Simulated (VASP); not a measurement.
# Ti6Si in VASP: single point with PBE

Aim: the single point of Ti6Si with PBE.

Program: VASP 6.6.1. These are calculated values, not measurements. Logs are shortened: lines on timing, memory, paths and dates and some standing lists are left out, and cuts for length are marked.

## Step 1: The cell of the first run

The cell holds a slab with vacuum, 7 atoms: a = 2.938 Å, b = 4.650 Å, c = 21.284 Å, α = 90.00°, β = 90.00°, γ = 90.00°.

## Step 2: Single point, PBE

INCAR reads:

```
SYSTEM = Ti6Si
  PREC = Accurate
  ENCUT = 520
  EDIFF = 1E-6
  ISMEAR = 0
  SIGMA = 0.1
  LREAL = .FALSE.
  LASPH = .TRUE.
  NELM = 60
  ALGO = Normal
  ISIF = 2
  LWAVE = .FALSE.
  LCHARG = .TRUE.
  LDIPOL = .TRUE.
  IDIPOL = 3
  DIPOL = 0.5 0.5 0.359
  GGA = PE
  LELF = .TRUE.
  LVHAR = .TRUE.
  LVACPOTAV = .TRUE.
  NBANDS = 47
```

KPOINTS reads:

```
regular mesh
0
G
  9 6 1
  0 0 0
```

POSCAR reads:

```
Ti6Si
1.0
    2.9381632085      0.0000000000      0.0000000000
    0.0000000000      4.6504654182      0.0000000000
    0.0000000000      0.0000000000     21.2842242132
Ti Si
6 1
Direct
    0.0000000000      0.7500000000      0.1879326190
    0.5000000000      0.2500000000      0.2277825403
    0.5000000000      0.7500000000      0.3074823829
    0.0000000000      0.2500000000      0.3461291980
    0.0000000000      0.7500000000      0.4220680070
    0.5000000000      0.2500000000      0.4596937203
    0.5000000000      0.5000000000      0.5599721283
```

Potentials or basis: VASP PAW PBE potentials, release 64 (Ti_sv, Si).

On the command line:

```sh
cat potpaw_PBE.64/Ti_sv/POTCAR potpaw_PBE.64/Si/POTCAR > POTCAR
mpirun -np 1 vasp_std > vasp.out
```

OUTCAR:

```text
SYSTEM = Ti6Si
   PREC = Accurate
   ENCUT = 520
   EDIFF = 1E-6
   ISMEAR = 0
   LREAL = .FALSE.
   LASPH = .TRUE.
   NELM = 60
   ISIF = 2
   GGA = PE

 ion  position               nearest neighbor table
   1  0.000  0.750  0.188-   2 2.88   2 2.88   2 2.88   2 2.88
   2  0.500  0.250  0.228-   1 2.88   1 2.88   1 2.88   1 2.88   3 2.88   3 2.88   4 2.92   4 2.92

   3  0.500  0.750  0.307-   5 2.85   5 2.85   4 2.87   4 2.87   4 2.87   4 2.87   2 2.88   2 2.88

   4  0.000  0.250  0.346-   6 2.83   6 2.83   5 2.83   5 2.83   3 2.87   3 2.87   3 2.87   3 2.87
                             2 2.92   2 2.92
   5  0.000  0.750  0.422-   4 2.83   4 2.83   3 2.85   3 2.85   6 2.86   6 2.86   6 2.86   6 2.86

   6  0.500  0.250  0.460-   7 2.43   4 2.83   4 2.83   5 2.86   5 2.86   5 2.86   5 2.86
   7  0.500  0.500  0.560-   6 2.43

  LATTYP: Found a simple orthorhombic cell.
 ALAT       =     2.9381632085
 B/A-ratio  =     1.5827798145
 C/A-ratio  =     7.2440578357

  Lattice vectors:

 A1 = (   2.9381632085,   0.0000000000,   0.0000000000)
 A2 = (   0.0000000000,   4.6504654182,   0.0000000000)
 A3 = (   0.0000000000,   0.0000000000,  21.2842242132)

Analysis of symmetry for initial positions (statically):
=====================================================================
 Subroutine PRICEL returns:
 Original cell was already a primitive cell.

 Routine SETGRP: Setting up the symmetry group for a
 simple orthorhombic supercell.

 Subroutine GETGRP returns: Found  2 space group operations
 (whereof  2 operations were pure point group operations)
 out of a pool of  8 trial point group operations.

The static configuration has the point symmetry C_1h.

Analysis of symmetry for dynamics (positions and initial velocities):
=====================================================================
 Subroutine PRICEL returns:
 Original cell was already a primitive cell.

 Routine SETGRP: Setting up the symmetry group for a
 simple orthorhombic supercell.

 Subroutine GETGRP returns: Found  2 space group operations
 (whereof  2 operations were pure point group operations)
 out of a pool of  8 trial point group operations.

The dynamic configuration has the point symmetry C_1h.

 Subroutine INISYM returns: Found  2 space group operations
 (whereof  2 operations are pure point group operations),
[... 107 lines left out ...]
   ISIF   =      2    stress and relaxation
   ISYM   =      2    0-nonsym 1-usesym 2-fastsym
   POTIM  = 0.5000    time-step for ionic-motion
   TEBEG  =    0.0;   TEEND  =   0.0 temperature during run
   PSTRESS=    0.0 pullay stress
   NELECT =      76.0000    total number of electrons
   NUPDOWN=      -1.0000    fix difference up-down
   EMIN   =  10.00;   EMAX   =-10.00  energy-range for DOS
   EFERMI =   0.00;   METHOD = LEGACY
   ISMEAR =     0;   SIGMA  =   0.10  broadening in eV -4-tet -1-fermi 0-gaus
   EFERMI_NEDOS =   21; number of points for ismear=-14 and -15
   IALGO  =     38    algorithm
   IMIX   =      4    mixing-type and parameters
     AMIX     =   0.40;   BMIX     =  1.00
     AMIX_MAG =   1.60;   BMIX_MAG =  1.00
  volume/ion in A,a.u.               =      41.55       280.37
  Fermi-wavevector in a.u.,A,eV,Ry     =   1.046653  1.977887 14.904939  1.095482
  Thomas-Fermi vector in A             =   2.181500
   LORBIT       =      0    0 simple, 1 ext, 2 COOP (PROOUT), +10 PAW based schemes
   GGA     = PE    functional components
   LHFCALC =     F    Hartree Fock is set to
   AEXX    =    0.0000 exact exchange contribution
   IVDW    =     0    specifies the selected vdW correction
   LEPSILON=     F    determine dielectric tensor
   LRPA    =     F    only Hartree local field effects (RPA)
 non-spin polarized calculation
 Gauss-broadening in eV      SIGMA  =   0.10
  energy-cutoff  :      520.00
  volume of cell :      290.82
 maximum number of plane-waves:      7881
 NGX is ok and might be reduce to    24
   NGX = 11   NGY = 17   NGZ = 79

 dipolmoment           0.000000      0.000000     -0.035273 electrons x Angstroem

 number of electron      76.0000010 magnetization

 dipolmoment           0.000000      0.000000      0.095131 electrons x Angstroem

 Free energy of the ion-electron system (eV)
  ---------------------------------------------------
  ext. energy  EPLUGINS =         0.00000000
  ---------------------------------------------------
  free energy    TOTEN  =       -48.35967396 eV

  energy without entropy =      -48.29780865  energy(sigma->0) =      -48.32874131

 E-fermi :   1.0005     XC(G=0):  -5.7871

 val. band max:        0.9985710375   @ k =   0.2222   0.0000   0.0000
 cond. band min:       1.0036908433   @ k =   0.3333   0.1667   0.0000
 fundamental gap:      0.0051198058
 Fermi energy:         1.0004918100

 k-point     1 :       0.0000    0.0000    0.0000
  band No.  band energies     occupation
      1     -56.0644      2.00000
      2     -55.8702      2.00000
      3     -55.7875      2.00000
      4     -55.7590      2.00000
      5     -55.7460      2.00000
      6     -55.6509      2.00000
[... 989 lines left out ...]
     46       2.2010      0.00000
     47       2.5002      0.00000

------------------------ aborting loop because EDIFF is reached ----------------------------------------

  FORCE on cell =-STRESS in cart. coord.  units (eV):
  Direction    XX          YY          ZZ          XY          YZ          ZX
  --------------------------------------------------------------------------------------
  -------------------------------------------------------------------------------------
  Total       -5.0724245     -1.1779330     -1.2814202      0.0000000      2.3915437      0.0000000
  in kB      -27.9444790     -6.4893473     -7.0594684      0.0000000     13.1752465      0.0000000
  external PRESSURE =     -13.8310983 kB  Pullay stress =       0.0000000 kB

 VOLUME and BASIS-vectors are now :
 -----------------------------------------------------------------------------
  energy-cutoff  :      520.00
  volume of cell :      290.82
      direct lattice vectors                 reciprocal lattice vectors
     2.938163208  0.000000000  0.000000000     0.340348690  0.000000000  0.000000000
     0.000000000  4.650465418  0.000000000     0.000000000  0.215032241  0.000000000
     0.000000000  0.000000000 21.284224213     0.000000000  0.000000000  0.046983155

 POSITION                                       TOTAL-FORCE (eV/Angst)
 -----------------------------------------------------------------------------------
      0.00000      3.48785      4.00000         0.000000      0.006182      0.329921
      1.46908      1.16262      4.84817         0.000000     -0.032919      0.112924
      1.46908      3.48785      6.54452         0.000000      0.010239     -0.381862
      0.00000      1.16262      7.36709         0.000000     -0.003162     -0.178552
      0.00000      3.48785      8.98339         0.000000     -0.380655      0.632556
      1.46908      1.16262      9.78422         0.000000     -0.529968     -0.541198
      1.46908      2.32523     11.91857         0.000000      0.930283      0.026212
 -----------------------------------------------------------------------------------
    total drift:                                0.000000      0.000047      0.000149

  FREE ENERGIE OF THE ION-ELECTRON SYSTEM (eV)
  ---------------------------------------------------
  free  energy   TOTEN  =       -48.3596739610 eV

  energy  without entropy=      -48.2978086513  energy(sigma->0) =      -48.32874131

 vacuum level on the upper side and lower side of the slab         6.001         4.742
```

OSZICAR:

```text
N       E                     dE             d eps       ncg     rms          rms(c)
DAV:   1     0.933040132660E+03    0.93304E+03   -0.40609E+04  2144   0.164E+03
DAV:   2     0.755230868407E+02   -0.85752E+03   -0.84201E+03  1936   0.520E+02
DAV:   3    -0.319009229518E+02   -0.10742E+03   -0.10445E+03  3082   0.162E+02
[... 25 lines left out ...]
DAV:  29    -0.483596616283E+02   -0.99561E-05   -0.70169E-07  1419   0.540E-03    0.312E-03
DAV:  30    -0.483596699811E+02   -0.83528E-05   -0.74026E-07  1427   0.398E-03    0.226E-03
DAV:  31    -0.483596723672E+02   -0.23861E-05   -0.27302E-07  1336   0.345E-03    0.163E-03
DAV:  32    -0.483596738434E+02   -0.14762E-05   -0.39752E-07  1337   0.333E-03    0.375E-04
DAV:  33    -0.483596739610E+02   -0.11765E-06   -0.68329E-08  1276   0.146E-03
   1 F= -.48359674E+02 E0= -.48328741E+02  d E =-.618653E-01
```

stdout:

```text
POSCAR found type information on POSCAR TiSi
 POSCAR found :  2 types and       7 ions
 scaLAPACK will be used
 LDA part: xc-table for (Slater+PW92), standard interpolation
 POSCAR, INCAR and KPOINTS ok, starting setup
 FFT: planning ... GRIDC
 FFT: planning ... GRID_SOFT
 FFT: planning ... GRID
 WAVECAR not read
 entering main loop
 -----------------------------------------------------------------------------
|                                                                             |
|           W    W    AA    RRRRR   N    N  II  N    N   GGGG   !!!           |
|           W    W   A  A   R    R  NN   N  II  NN   N  G    G  !!!           |
|           W    W  A    A  R    R  N N  N  II  N N  N  G       !!!           |
|           W WW W  AAAAAA  RRRRR   N  N N  II  N  N N  G  GGG   !            |
|           WW  WW  A    A  R   R   N   NN  II  N   NN  G    G                |
|           W    W  A    A  R    R  N    N  II  N    N   GGGG   !!!           |
|                                                                             |
|     Did not find any points to average over, which means that no vacuum     |
|     field-free region was found. Please increase the size of  your cell     |
|     in the dimension of the dipole correction to obtain accurate            |
|     workfunction values.                                                    |
|                                                                             |
 -----------------------------------------------------------------------------
```

Wall time 5.4 min (1 thread of Intel Xeon 6975P-C (Granite Rapids), shared host); peak memory 0.46 GiB.

Results:

```yaml
Free_energy: -48.3597 eV
Largest_force: 0.931 eV/Å
Band_gap_on_the_k_mesh: zero (bands 38 and 39 overlap by 0.61 eV)
```

Forces in eV/Å, atoms in the order of the input:
```
Ti   0.000  0.006  0.330
Ti   0.000 -0.033  0.113
Ti   0.000  0.010 -0.382
Ti   0.000 -0.003 -0.179
Ti   0.000 -0.381  0.633
Ti   0.000 -0.530 -0.541
Si   0.000  0.930  0.026
```
